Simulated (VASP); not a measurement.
# Re (R-3m) in VASP: further runs, part 2 of 2

VASP 6.6.1. The steps go on from the part before.

## 4. Single point, PBE

This run uses another cell than the first one, of the same volume but with other edges.

Contents of INCAR:

```
PREC = Accurate
ENCUT = 520
EDIFF = 1E-6
ISMEAR = 0
SIGMA = 0.15
LREAL = F
LASPH = T
NELM = 100
ALGO = Fast
ISIF = 2
LWAVE = F
LCHARG = T
GGA = PE
LELF = T
LVHAR = T
NBANDS = 10
```

Contents of KPOINTS:

```
regular mesh
0
Gamma
  22 22 22
```

Contents of POSCAR:

```
Re
1.0
    0.2478061543      2.1063523113      2.1063523113
    2.1063523113      0.2478061543      2.1063523113
    2.1063523113      2.1063523113      0.2478061543
Re
1
Direct
    0.0000000000      0.0000000000      0.0000000000
```

Potentials or basis: VASP PAW PBE potentials, release 64 (Re).

Started as:

```
$ cat potpaw_PBE.64/Re/POTCAR > POTCAR
$ mpirun -np 1 vasp_std > vasp.out
```

OUTCAR:

```text
PREC = Accurate
   ENCUT = 520
   EDIFF = 1E-6
   ISMEAR = 0
   LREAL = F
   LASPH = T
   NELM = 100
   ISIF = 2
   GGA = PE

 ion  position               nearest neighbor table
   1  0.000  0.000  0.000-

  LATTYP: Found a trigonal (rhomboedric) cell.
 ALAT       =     2.9891216116
 COS(alpha) =     0.6134020619

  Lattice vectors:

 A1 = (   0.2478061543,   2.1063523113,   2.1063523113)
 A2 = (   2.1063523113,   0.2478061543,   2.1063523113)
 A3 = (   2.1063523113,   2.1063523113,   0.2478061543)

Analysis of symmetry for initial positions (statically):
=====================================================================
 Subroutine PRICEL returns:
 Original cell was already a primitive cell.

 Routine SETGRP: Setting up the symmetry group for a
 trigonal (rhombohedral) supercell.

 Subroutine GETGRP returns: Found 12 space group operations
 (whereof 12 operations were pure point group operations)
 out of a pool of 12 trial point group operations.

The static configuration has the point symmetry D_3d.

Analysis of symmetry for dynamics (positions and initial velocities):
=====================================================================
 Subroutine PRICEL returns:
 Original cell was already a primitive cell.

 Routine SETGRP: Setting up the symmetry group for a
 trigonal (rhombohedral) supercell.

 Subroutine GETGRP returns: Found 12 space group operations
 (whereof 12 operations were pure point group operations)
 out of a pool of 12 trial point group operations.

The dynamic configuration has the point symmetry D_3d.

 Subroutine INISYM returns: Found 12 space group operations
 (whereof 12 operations are pure point group operations),
 and found     1 'primitive' translations

----------------------------------------------------------------------------------------

                                     Primitive cell

  volume of cell :      15.4075

  direct lattice vectors                    reciprocal lattice vectors
     0.247806154  2.106352311  2.106352311    -0.283973457  0.254081514  0.254081514
     2.106352311  0.247806154  2.106352311     0.254081514 -0.283973457  0.254081514
     2.106352311  2.106352311  0.247806154     0.254081514  0.254081514 -0.283973457

  length of vectors
     2.989121612  2.989121612  2.989121612     0.457991000  0.457991000  0.457991000

  position of ions in fractional coordinates (direct lattice)
     0.000000000  0.000000000  0.000000000

  ion indices of the primitive-cell ions
   primitive index   ion index
                 1           1

----------------------------------------------------------------------------------------

 KPOINTS: regular mesh

Automatic generation of k-mesh.
 Grid dimensions read from file:
 generate k-points for:   22   22   22

 Generating k-lattice:

  Cartesian coordinates                     Fractional coordinates (reciprocal lattice)
    -0.012907884  0.011549160  0.011549160     0.045454545  0.000000000  0.000000000
     0.011549160 -0.012907884  0.011549160     0.000000000  0.045454545  0.000000000
     0.011549160  0.011549160 -0.012907884     0.000000000  0.000000000  0.045454545

  Length of vectors
     0.020817773  0.020817773  0.020817773

  Shift w.r.t. Gamma in fractional coordinates (k-lattice)
     0.000000000  0.000000000  0.000000000

 Subroutine IBZKPT returns following result:
 ===========================================

 Found   1024 irreducible k-points:

 Following reciprocal coordinates:
            Coordinates               Weight
  0.000000  0.000000  0.000000      1.000000
  0.045455  0.000000  0.000000      6.000000
  0.090909  0.000000  0.000000      6.000000
  0.136364  0.000000  0.000000      6.000000
  0.181818  0.000000  0.000000      6.000000
  0.227273  0.000000 -0.000000      6.000000
[... 16 lines left out ...]
  0.500000  0.045455  0.000000     12.000000
 -0.454545  0.045455  0.000000     12.000000
 [... further k-points ...]
   k-points           NKPTS =   1024   k-points in BZ     NKDIM =   1024   number of bands    NBANDS=     10
   number of dos      NEDOS =    301   number of ions     NIONS =      1
   total plane-waves  NPLWV =  13824
   dimension x,y,z NGX =    24 NGY =   24 NGZ =   24
   dimension x,y,z NGXF=    48 NGYF=   48 NGZF=   48
   ions per type =               1
   NGX,Y,Z   is equivalent  to a cutoff of  13.35, 13.35, 13.35 a.u.
   NGXF,Y,Z  is equivalent  to a cutoff of  26.70, 26.70, 26.70 a.u.
 SYSTEM =  unknown system
   PREC   = accura    normal or accurate (medium, high low for compatibility)
   ISTART =      0    job   : 0-new  1-cont  2-samecut
   ICHARG =      2    charge: 1-file 2-atom 10-const
   ISPIN  =      1    spin polarized calculation?
   LNONCOLLINEAR =      F non collinear calculations
   LSORBIT =      F    spin-orbit coupling
   LASPH  =      T    aspherical Exc in radial PAW
   ENCUT  =  520.0 eV  38.22 Ry    6.18 a.u.   5.56  5.56  5.56*2*pi/ulx,y,z
   NELM   =    100;   NELMIN=  2; NELMDL= -5     # of ELM steps
   EDIFF  = 0.1E-05   stopping-criterion for ELM
   LREAL  =      F    real-space projection
   EDIFFG = 0.1E-04   stopping-criterion for IOM
   NSW    =      0    number of steps for IOM
   IBRION =     -1    ionic relax: 0-MD 1-quasi-New 2-CG
   NFREE  =      0    steps in history (QN), initial steepest desc. (CG)
   ISIF   =      2    stress and relaxation
   ISYM   =      2    0-nonsym 1-usesym 2-fastsym
   POTIM  = 0.5000    time-step for ionic-motion
   TEBEG  =    0.0;   TEEND  =   0.0 temperature during run
   PSTRESS=    0.0 pullay stress
   NELECT =       7.0000    total number of electrons
   NUPDOWN=      -1.0000    fix difference up-down
   EMIN   =  10.00;   EMAX   =-10.00  energy-range for DOS
   EFERMI =   0.00;   METHOD = LEGACY
   ISMEAR =     0;   SIGMA  =   0.15  broadening in eV -4-tet -1-fermi 0-gaus
   EFERMI_NEDOS =   21; number of points for ismear=-14 and -15
   IALGO  =     68    algorithm
   IMIX   =      4    mixing-type and parameters
     AMIX     =   0.40;   BMIX     =  1.00
     AMIX_MAG =   1.60;   BMIX_MAG =  1.00
  volume/ion in A,a.u.               =      15.41       103.97
  Fermi-wavevector in a.u.,A,eV,Ry     =   1.258531  2.378278 21.550255  1.583899
  Thomas-Fermi vector in A             =   2.392135
   LORBIT       =      0    0 simple, 1 ext, 2 COOP (PROOUT), +10 PAW based schemes
   GGA     = PE    functional components
   LHFCALC =     F    Hartree Fock is set to
   AEXX    =    0.0000 exact exchange contribution
   IVDW    =     0    specifies the selected vdW correction
   LEPSILON=     F    determine dielectric tensor
   LRPA    =     F    only Hartree local field effects (RPA)
 non-spin polarized calculation
 RMM-DIIS sequential band-by-band and
 Gauss-broadening in eV      SIGMA  =   0.15
  energy-cutoff  :      520.00
  volume of cell :       15.41
 maximum number of plane-waves:       429
   NGX = 11   NGY = 11   NGZ = 11

 number of electron       7.0000000 magnetization

 Free energy of the ion-electron system (eV)
  ---------------------------------------------------
  ext. energy  EPLUGINS =         0.00000000
  ---------------------------------------------------
  free energy    TOTEN  =       -11.94129621 eV

  energy without entropy =      -11.92946284  energy(sigma->0) =      -11.93537953

 E-fermi :   7.7778     XC(G=0): -13.4367

 val. band max:        7.7767625331   @ k =  -0.2273   0.2273   0.0455
 cond. band min:       7.7794126260   @ k =  -0.2273   0.4545   0.2273
 fundamental gap:      0.0026500929
 Fermi energy:         7.7778051157

 k-point     1 :       0.0000    0.0000    0.0000
  band No.  band energies     occupation
      1      -2.1811      2.00000
      2       3.8709      2.00000
      3       6.3360      2.00000
      4       6.3360      2.00000
      5       9.4134      0.00000
      6       9.4134      0.00000
      7      20.5776      0.00000
      8      24.6844      0.00000
      9      29.0397      0.00000
     10      29.0428      0.00000
[... 287 lines left out ...]
 k-point    24 :      -0.4545    0.0455    0.0000
  band No.  band energies     occupation
      1       1.1887      2.00000
      2       4.0988      2.00000
      3       6.9859      2.00000
      4       8.0342      0.01562
      5       9.7183      0.00000
      6      12.8456      0.00000
      7      18.4410      0.00000
      8      20.9763      0.00000
      9      25.0877      0.00000
     10      28.7574      0.00000

 [... further k-points ...]

------------------------ aborting loop because EDIFF is reached ----------------------------------------

  FORCE on cell =-STRESS in cart. coord.  units (eV):
  Direction    XX          YY          ZZ          XY          YZ          ZX
  --------------------------------------------------------------------------------------
  -------------------------------------------------------------------------------------
  Total        0.3527193      0.3527193      0.3527193     -2.1473999     -2.1473999     -2.1473999
  in kB       36.6782372     36.6782372     36.6782372   -223.3018005   -223.3018005   -223.3018005
  external PRESSURE =      36.6782372 kB  Pullay stress =       0.0000000 kB

 VOLUME and BASIS-vectors are now :
 -----------------------------------------------------------------------------
  energy-cutoff  :      520.00
  volume of cell :       15.41
      direct lattice vectors                 reciprocal lattice vectors
     0.247806154  2.106352311  2.106352311    -0.283973457  0.254081514  0.254081514
     2.106352311  0.247806154  2.106352311     0.254081514 -0.283973457  0.254081514
     2.106352311  2.106352311  0.247806154     0.254081514  0.254081514 -0.283973457

 POSITION                                       TOTAL-FORCE (eV/Angst)
 -----------------------------------------------------------------------------------
      0.00000      0.00000      0.00000         0.000000      0.000000      0.000000
 -----------------------------------------------------------------------------------
    total drift:                                0.000000     -0.000000     -0.000000

  FREE ENERGIE OF THE ION-ELECTRON SYSTEM (eV)
  ---------------------------------------------------
  free  energy   TOTEN  =       -11.9412962078 eV

  energy  without entropy=      -11.9294628435  energy(sigma->0) =      -11.93537953
```

stdout:

```text
POSCAR found type information on POSCAR Re
 POSCAR found :  1 types and       1 ions
 scaLAPACK will be used
 LDA part: xc-table for (Slater+PW92), standard interpolation
 POSCAR, INCAR and KPOINTS ok, starting setup
 FFT: planning ... GRIDC
 FFT: planning ... GRID_SOFT
 FFT: planning ... GRID
 WAVECAR not read
 entering main loop
```

Wall time 2.2 min (1 thread of Intel Xeon Platinum 8259CL at 2.50GHz (Skylake/Cascade Lake), shared host); peak memory 0.28 GiB.

What came out:

```yaml
Free_energy: -11.9413 eV
Pressure: 3.7 GPa
Band_gap_on_the_k_mesh: zero (an odd number of electrons rules out a gap without spin polarisation)
```

Stress tensor (GPa, compression positive):
```
  3.67 -22.33 -22.33
-22.33   3.67 -22.33
-22.33 -22.33   3.67
```

Caveat: the cell stands under pressure; spin-orbit coupling is left out, which moves the levels of the heavy elements.

## 5. The runs side by side

| cell | further INCAR settings | gap on the mesh (eV) | pressure (GPa) |
| --- | --- | --- | --- |
| a = 2.562 Å, angles 75.3°, 1 atom | ALGO = Fast; EDIFF = 1e-06; NBANDS = 10 | none | 15.9 |
| a = 2.662 Å, angles 67.3°, 1 atom | ALGO = Fast; EDIFF = 1e-07; NBANDS = 10 | none | -1.5 |
| a = 2.989 Å, angles 52.2°, 1 atom | ALGO = Fast; EDIFF = 1e-06; NBANDS = 10 | none | 3.7 |

Alike in all rows: task single point; level PBE; potentials or basis VASP PAW PBE potentials, release 64 (Re); no spin polarisation; k mesh 22 × 22 × 22; cutoff (eV) 520; smearing gaussian 0.15 eV.

Caveats: spin-orbit coupling is left out, which moves the levels of the heavy elements; the cell stands under pressure (at least some runs).

Absolute energies hang on the potentials; compare differences alone.
